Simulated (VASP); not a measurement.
The system is Li.

```
CELL_PARAMETERS angstrom
4.90589 0.00000 0.00000
0.00000 4.90589 0.00000
0.00000 0.00000 5.34816
ATOMIC_POSITIONS crystal
Li 0.50000 0.00000 0.70730
Li 0.00000 0.50000 0.79270
Li 0.00000 0.50000 0.20730
Li 0.50000 0.00000 0.29270
Li 0.50000 0.50000 0.75000
Li 0.50000 0.50000 0.25000
```

The cell was built from a structure type or drawn by symmetry, and may not be a known phase.

```yaml
Program: VASP 6.6.1
Task: relaxation of cell and atoms
Functional: PBE
Potentials_or_basis: VASP PAW PBE potentials, release 64 (Li_sv)
Cutoff: 600 eV
k_mesh: 4 × 4 × 4
Occupations: gaussian, width 0.1 eV
Spin: no spin polarisation
```

At the start: pressure 2.8 GPa; volume 21.45 Å³/atom.

Q: Where does the relaxation end?

A: Over 7 steps the energy falls by 112.8 meV/atom and the volume is 26.61 Å³/atom (+24.1 %); space group P4_2/mmc (No. 131, to 0.1 Å) before, P4/mmm (No. 123, to 0.1 Å).

The path:
```csv
step,energy change (eV),largest force (eV/Å),pressure (GPa),volume (Å³)
1,0.0000,1.1114,2.80,128.72
2,-0.3015,0.7398,1.81,135.84
3,-0.5864,0.2358,0.42,150.37
4,-0.6139,0.1136,0.05,155.75
5,-0.6164,0.0741,-0.05,157.75
6,-0.6658,0.0391,-0.09,158.93
7,-0.6768,0.0069,-0.09,159.68
```

Final structure:
```
Li
1.0
     5.33626    0.00000    0.00000
     0.00000    5.33626    0.00000
     0.00000    0.00000    5.60759
Li
6
Direct
  0.50000 0.00000 0.74965
  0.00000 0.50000 0.75035
  0.00000 0.50000 0.24965
  0.50000 0.00000 0.25035
  0.50000 0.50000 0.75000
  0.50000 0.50000 0.25000
```

Caveat: the cutoff is under 1.25 times the usual one of these potentials, so pressure, stress and relaxed cells hold a basis-set (Pulay) error; the volume moved by over 15 % at a fixed basis, so the end points are rough.
